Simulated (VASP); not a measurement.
Write the native input for VASP 6.6.1 that does the following.

| Quantity | Value |
| --- | --- |
| Task | single point |
| Functional | PBEsol |
| Potentials or basis | VASP PAW PBE potentials, release 64 (Ca_sv) |
| Cutoff | 520 eV |
| k mesh | 14 × 14 × 14 |
| Occupations | gaussian, width 0.15 eV |
| Spin | no spin polarisation |
| Dipole correction | no |
| Further INCAR settings | ALGO = Normal; EDIFF = 1e-06; NBANDS = 11 |

The structure of Ca lies in POSCAR:

```
Ca
1.0
    0.0000000000      2.8780260000      2.8780260000
    2.8780260000      0.0000000000      2.8780260000
    2.8780260000      2.8780260000      0.0000000000
Ca
1
Direct
    0.0000000000      0.0000000000      0.0000000000
```

This cell differs from its parent crystal: strain +0.030 along x and y, +0.030 along z.

One way to write it, as run:

INCAR

```
SYSTEM = Ca
PREC = Accurate
ENCUT = 520
EDIFF = 1E-6
ISMEAR = 0
SIGMA = 0.15
LREAL = .FALSE.
LASPH = .TRUE.
NELM = 100
ALGO = Normal
ISIF = 2
LWAVE = .FALSE.
LCHARG = .FALSE.
GGA = PS
NBANDS = 11
```

KPOINTS

```
regular mesh
0
G
  14 14 14
  0 0 0
```

Potentials or basis: VASP PAW PBE potentials, release 64 (Ca_sv).

Command:

```sh
$ cat potpaw_PBE.64/Ca_sv/POTCAR > POTCAR
$ mpirun -np 1 vasp_std > vasp.out
```

It gave:

The pressure is -2.2 GPa and the band gap on the k mesh is zero (band 5 reaches 1.65 eV, above the bottom of band 6 at 1.21 eV).

Caveat: the cell differs from its parent crystal (strain +0.030 along x and y, +0.030 along z); the PAW data sets were made with another functional, which shifts forces and pressure a little.

It took 20 s on 1 thread of Intel(R) Xeon(R) 6975P-C (Granite Rapids) (shared host), peak memory 0.2 GiB.
